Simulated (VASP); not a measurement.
Here is a VASP 6.6.1 calculation.

The input INCAR:

```
PREC = Accurate ; ENCUT = 520
EDIFF = 1E-7 ; ISMEAR = -1
SIGMA = 0.01 ; LREAL = False
LASPH = True ; NELM = 150
ALGO = Normal ; ISIF = 2
LWAVE = False ; LCHARG = False
LNONCOLLINEAR = True ; MAGMOM = 0 0 0 0 0 0
LORBIT = 11 ; LSORBIT = True
GGA_COMPAT = False ; LORBMOM = True
GGA = PE ; NBANDS = 28
```

Contents of KPOINTS:

```
regular mesh
0
Gamma
  7 7 7
```

POSCAR

```
BaS
1.0
    0.0000000000      3.1937500000      3.1937500000
    3.1937500000      0.0000000000      3.1937500000
    3.1937500000      3.1937500000      0.0000000000
Ba S
1 1
Direct
    0.0000000000      0.0000000000      0.0000000000
    0.5000000000      0.5000000000      0.5000000000
```

Potentials or basis: VASP PAW PBE potentials, release 64 (Ba_sv, S).

Command:

```sh
$ cat potpaw_PBE.64/Ba_sv/POTCAR potpaw_PBE.64/S/POTCAR > POTCAR
$ mpirun -np 1 vasp_ncl > vasp.out
```

**Question.** Estimate the pressure.

**Answer.** 1.4 GPa.

**Question.** What does it give for the net moment?

**Answer.** 0.00 μB per cell.

Moments on the atoms (μB; x, y, z):
```
Ba  0.00 0.00 0.00
S   0.00 0.00 0.00
```
